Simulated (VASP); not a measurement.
# Zr12C (a cell with a defect) in VASP: further runs, part 2 of 2

VASP 6.6.1.

## 3. Single point, PBE

Input file INCAR:

```
  PREC = Accurate
  ENCUT = 520
  EDIFF = 1E-6
  ISMEAR = -1
  SIGMA = 0.1
  LREAL = False
  LASPH = True
  NELM = 100
  ALGO = Normal
  ISIF = 2
  LWAVE = False
  LCHARG = False
  GGA = PE
  NBANDS = 86
```

Input file KPOINTS:

```
Automatic mesh
0
Gamma
  3 2 3
```

Input file POSCAR:

```
Zr12C
1.0
    6.4600000000      0.0000000000      0.0000000000
   -4.8450000000      8.3917860000      0.0000000000
    0.0000000000      0.0000000000      5.1453900000
Zr C
12 1
Direct
    0.0193418084      0.0305775195      0.0086096486
    0.2033630912      0.2313571867      0.4960168228
    0.0121990517      0.3310022443      0.0011855272
    0.1754020300      0.5731676189      0.5041405996
    0.0091072526      0.6678911974     -0.0258872505
    0.1727957438      0.9073396295      0.4687302615
    0.4883624124      0.0102004508     -0.0319703657
    0.7051662300      0.2426777804      0.4865326049
    0.5104035119      0.3301561789     -0.0111556170
    0.6733432454      0.5421253593      0.4688080009
    0.5302912123      0.6996246091     -0.0082209512
    0.6520381569      0.9025730637      0.5079303998
    0.3284099278      0.7856611215      0.2445684389
```

Potentials or basis: VASP PAW PBE potentials, release 64 (Zr_sv, C).

Run with:

```sh
> cat potpaw_PBE.64/Zr_sv/POTCAR potpaw_PBE.64/C/POTCAR > POTCAR
> mpirun -np 1 vasp_std > vasp.out
```

OUTCAR:

```text
PREC = Accurate
   ENCUT = 520
   EDIFF = 1E-6
   ISMEAR = -1
   LREAL = False
   LASPH = True
   NELM = 100
   ISIF = 2
   GGA = PE

 ion  position               nearest neighbor table
   1  0.019  0.031  0.009-   3 2.93   2 3.03   6 3.03   9 3.05   2 3.14   7 3.14  11 3.18  12 3.29
                            12 3.30   7 3.34   6 3.36   5 3.49
   2  0.203  0.231  0.496-  10 3.03   1 3.03   6 3.05   9 3.06   9 3.12   1 3.14   3 3.18   8 3.19
                             3 3.23   8 3.27  12 3.39   4 3.41
   3  0.012  0.331  0.001-   1 2.93   8 3.03   8 3.16   2 3.18   9 3.22   2 3.23   9 3.24   7 3.26
                             4 3.27   5 3.28   4 3.29  11 3.47
   4  0.175  0.573  0.504-  13 2.23   5 2.97  10 3.11   8 3.12  12 3.14  11 3.20   5 3.23   6 3.25
                             3 3.27   3 3.29  11 3.30  10 3.38   2 3.41
   5  0.009  0.668  0.974-  13 2.27   4 2.97  10 3.17  10 3.21   7 3.21  11 3.23   4 3.23   6 3.24
                             9 3.25  11 3.26   3 3.28   6 3.29   1 3.49
   6  0.173  0.907  0.469-  13 2.22   1 3.03   2 3.05   7 3.12   7 3.12  12 3.13   5 3.24   4 3.25
                             5 3.29  12 3.35   8 3.35   1 3.36  10 3.39
   7  0.488  0.010  0.968-  13 2.36  12 2.99   9 3.03   6 3.12   6 3.12   1 3.14  11 3.16   8 3.17
                             5 3.21   3 3.26   8 3.32  12 3.32   1 3.34
   8  0.705  0.243  0.487-  10 3.01   3 3.03   4 3.12  12 3.14   9 3.15   3 3.16   7 3.17   9 3.17
                             2 3.19   2 3.27   7 3.32   6 3.35
   9  0.510  0.330  0.989-   7 3.03  10 3.04   1 3.05   2 3.06   2 3.12   8 3.15   8 3.17  10 3.21
                             3 3.22   3 3.24   5 3.25  11 3.52
  10  0.673  0.542  0.469-   8 3.01   2 3.03   9 3.04   4 3.11   5 3.17   5 3.21   9 3.21  11 3.26
                             4 3.38   6 3.39  11 3.44  12 3.57
  11  0.530  0.700  0.992-  13 2.27  12 3.02   7 3.16  12 3.16   1 3.18   4 3.20   5 3.23  10 3.26
                             5 3.26   4 3.30  10 3.44   3 3.47   9 3.52
  12  0.652  0.903  0.508-  13 2.26   7 2.99  11 3.02   6 3.13   4 3.14   8 3.14  11 3.16   1 3.29
                             1 3.30   7 3.32   6 3.35   2 3.39  10 3.57
  13  0.328  0.786  0.245-   6 2.22   4 2.23  12 2.26   5 2.27  11 2.27   7 2.36

  LATTYP: Found a simple monoclinic cell.
 ALAT       =     6.4600000000
 B/A-ratio  =     0.7965000000
 C/A-ratio  =     1.3228756308
 COS(beta)  =    -0.1889822400

  Lattice vectors:

 A1 = (   6.4600000000,   0.0000000000,   0.0000000000)
 A2 = (   0.0000000000,   0.0000000000,   5.1453900000)
 A3 = (  -1.6150000000,  -8.3917860000,   0.0000000000)

Analysis of symmetry for initial positions (statically):
=====================================================================
 Subroutine PRICEL returns:
 Original cell was already a primitive cell.

 Routine SETGRP: Setting up the symmetry group for a
 simple monoclinic supercell.

 Subroutine GETGRP returns: Found  1 space group operations
 (whereof  1 operations were pure point group operations)
 out of a pool of  4 trial point group operations.

The static configuration has the point symmetry C_1 .

Analysis of symmetry for dynamics (positions and initial velocities):
=====================================================================
 Subroutine PRICEL returns:
 Original cell was already a primitive cell.

 Routine SETGRP: Setting up the symmetry group for a
 simple monoclinic supercell.

 Subroutine GETGRP returns: Found  1 space group operations
 (whereof  1 operations were pure point group operations)
 out of a pool of  4 trial point group operations.

The dynamic configuration has the point symmetry C_1 .

 Subroutine INISYM returns: Found  1 space group operations
[... 114 lines left out ...]
   PREC   = accura    normal or accurate (medium, high low for compatibility)
   ISTART =      0    job   : 0-new  1-cont  2-samecut
   ICHARG =      2    charge: 1-file 2-atom 10-const
   ISPIN  =      1    spin polarized calculation?
   LNONCOLLINEAR =      F non collinear calculations
   LSORBIT =      F    spin-orbit coupling
   LASPH  =      T    aspherical Exc in radial PAW
   ENCUT  =  520.0 eV  38.22 Ry    6.18 a.u.  12.01 18.02  9.57*2*pi/ulx,y,z
   NELM   =    100;   NELMIN=  2; NELMDL= -5     # of ELM steps
   EDIFF  = 0.1E-05   stopping-criterion for ELM
   LREAL  =      F    real-space projection
   EDIFFG = 0.1E-04   stopping-criterion for IOM
   NSW    =      0    number of steps for IOM
   IBRION =     -1    ionic relax: 0-MD 1-quasi-New 2-CG
   NFREE  =      0    steps in history (QN), initial steepest desc. (CG)
   ISIF   =      2    stress and relaxation
   ISYM   =      2    0-nonsym 1-usesym 2-fastsym
   POTIM  = 0.5000    time-step for ionic-motion
   TEBEG  =    0.0;   TEEND  =   0.0 temperature during run
   PSTRESS=    0.0 pullay stress
   NELECT =     148.0000    total number of electrons
   NUPDOWN=      -1.0000    fix difference up-down
   EMIN   =  10.00;   EMAX   =-10.00  energy-range for DOS
   EFERMI =   0.00;   METHOD = LEGACY
   ISMEAR =    -1;   SIGMA  =   0.10  broadening in eV -4-tet -1-fermi 0-gaus
   EFERMI_NEDOS =   21; number of points for ismear=-14 and -15
   IALGO  =     38    algorithm
   IMIX   =      4    mixing-type and parameters
     AMIX     =   0.40;   BMIX     =  1.00
     AMIX_MAG =   1.60;   BMIX_MAG =  1.00
  volume/ion in A,a.u.               =      21.46       144.80
  Fermi-wavevector in a.u.,A,eV,Ry     =   1.325339  2.504528 23.898955  1.756524
  Thomas-Fermi vector in A             =   2.454807
   LORBIT       =      0    0 simple, 1 ext, 2 COOP (PROOUT), +10 PAW based schemes
   GGA     = PE    functional components
   LHFCALC =     F    Hartree Fock is set to
   AEXX    =    0.0000 exact exchange contribution
   IVDW    =     0    specifies the selected vdW correction
   LEPSILON=     F    determine dielectric tensor
   LRPA    =     F    only Hartree local field effects (RPA)
 non-spin polarized calculation
  energy-cutoff  :      520.00
  volume of cell :      278.94
 maximum number of plane-waves:      7545
   NGX = 25   NGY = 37   NGZ = 19

 number of electron     148.0000000 magnetization

 Free energy of the ion-electron system (eV)
  ---------------------------------------------------
  ext. energy  EPLUGINS =         0.00000000
  ---------------------------------------------------
  free energy    TOTEN  =      -112.27868080 eV

  energy without entropy =     -111.78081056  energy(sigma->0) =     -112.02974568

 E-fermi :   9.0680     XC(G=0): -11.2075

 val. band max:        9.0664325487   @ k =  -0.3333   0.5000   0.3333
 cond. band min:       9.0769390730   @ k =   0.0000   0.5000   0.3333
 fundamental gap:      0.0105065243
 Fermi energy:         9.0680096143

 k-point     1 :       0.0000    0.0000    0.0000
  band No.  band energies     occupation
      1     -39.5963      2.00000
      2     -39.5250      2.00000
      3     -39.4866      2.00000
      4     -39.4514      2.00000
      5     -39.4303      2.00000
      6     -39.4078      2.00000
[... 879 lines left out ...]
     85      10.0812      0.00008
     86      10.2950      0.00001

------------------------ aborting loop because EDIFF is reached ----------------------------------------

  FORCE on cell =-STRESS in cart. coord.  units (eV):
  Direction    XX          YY          ZZ          XY          YZ          ZX
  --------------------------------------------------------------------------------------
  -------------------------------------------------------------------------------------
  Total        7.0448711      7.8030251      6.8508912     -0.3888629      0.4191692     -0.3776657
  in kB       40.4648948     44.8196404     39.3506978     -2.2335817      2.4076577     -2.1692668
  external PRESSURE =      41.5450777 kB  Pullay stress =       0.0000000 kB

 VOLUME and BASIS-vectors are now :
 -----------------------------------------------------------------------------
  energy-cutoff  :      520.00
  volume of cell :      278.94
      direct lattice vectors                 reciprocal lattice vectors
     6.460000000  0.000000000  0.000000000     0.154798762  0.089373108  0.000000000
    -4.845000000  8.391786000  0.000000000     0.000000000  0.119164145  0.000000000
     0.000000000  0.000000000  5.145390000     0.000000000  0.000000000  0.194348728

 POSITION                                       TOTAL-FORCE (eV/Angst)
 -----------------------------------------------------------------------------------
     -0.02320      0.25660      0.04430        -0.605652     -0.915368     -0.375231
      0.19280      1.94150      2.55220        -0.488313      0.525702      0.257294
     -1.52490      2.77770      0.00610         0.147235      0.634918     -0.194595
     -1.64390      4.80990      2.59400         0.770228     -0.481396     -0.315277
     -3.17710      5.60480      5.01219        -0.155989      0.396175      0.272399
     -3.27980      7.61420      2.41180        -0.553072     -0.674292      0.442954
      3.10540      0.08560      4.98089         0.335876     -0.168834      0.697072
      3.37960      2.03650      2.50340         0.007241     -0.533891      0.041916
      1.69760      2.77060      5.08799        -0.070428      0.605719     -0.282696
      1.72320      4.54940      2.41220        -0.985287      0.901053      0.298039
      0.03600      5.87110      5.10309         0.270282     -1.001629      0.453619
     -0.16080      7.57420      2.61350         0.853117      0.381550     -0.671787
     -1.68500      6.59310      1.25840         0.474762      0.330293     -0.623707
 -----------------------------------------------------------------------------------
    total drift:                               -0.000045      0.000338      0.000022

  FREE ENERGIE OF THE ION-ELECTRON SYSTEM (eV)
  ---------------------------------------------------
  free  energy   TOTEN  =      -112.2786808048 eV

  energy  without entropy=     -111.7808105624  energy(sigma->0) =     -112.02974568
```

It took 8.5 min on 1 thread of Intel Xeon Platinum 8259CL at 2.50GHz (Skylake/Cascade Lake), shared host; peak memory 0.43 GiB.

What came out:

- Free energy: -112.2787 eV
- Pressure: 4.2 GPa
- Largest force: 1.368 eV/Å
- Band gap on the k mesh: zero (bands 74 and 75 overlap by 0.22 eV)

Forces in eV/Å, atoms in the order of the input:
```
Zr  -0.606 -0.915 -0.375
Zr  -0.488  0.526  0.257
Zr   0.147  0.635 -0.195
Zr   0.770 -0.481 -0.315
Zr  -0.156  0.396  0.272
Zr  -0.553 -0.674  0.443
Zr   0.336 -0.169  0.697
Zr   0.007 -0.534  0.042
Zr  -0.070  0.606 -0.283
Zr  -0.985  0.901  0.298
Zr   0.270 -1.002  0.454
Zr   0.853  0.382 -0.672
C    0.475  0.330 -0.624
```

Stress tensor (GPa, compression positive):
```
 4.05 -0.22 -0.22
-0.22  4.48  0.24
-0.22  0.24  3.94
```

Levels at points of the mesh, in eV from the Fermi level:
| k point | band 70 | band 71 | band 72 | band 73 | band 74 | band 75 | band 76 | band 77 |
| --- | --- | --- | --- | --- | --- | --- | --- | --- |
| (0.00, 0.00, 0.00) | -0.62 | -0.39 | -0.18 | -0.04 | 0.22 | 0.37 | 0.58 | 0.69 |
| (0.00, 0.50, 0.00) | -0.39 | -0.18 | -0.01 | 0.09 | 0.15 | 0.20 | 0.22 | 0.37 |

Caveat: the k points lie up to 0.41 Å⁻¹ apart; the atoms stand as in a frame of molecular dynamics.

The gap in the log of VASP goes by the Fermi energy; the results here count the filled bands.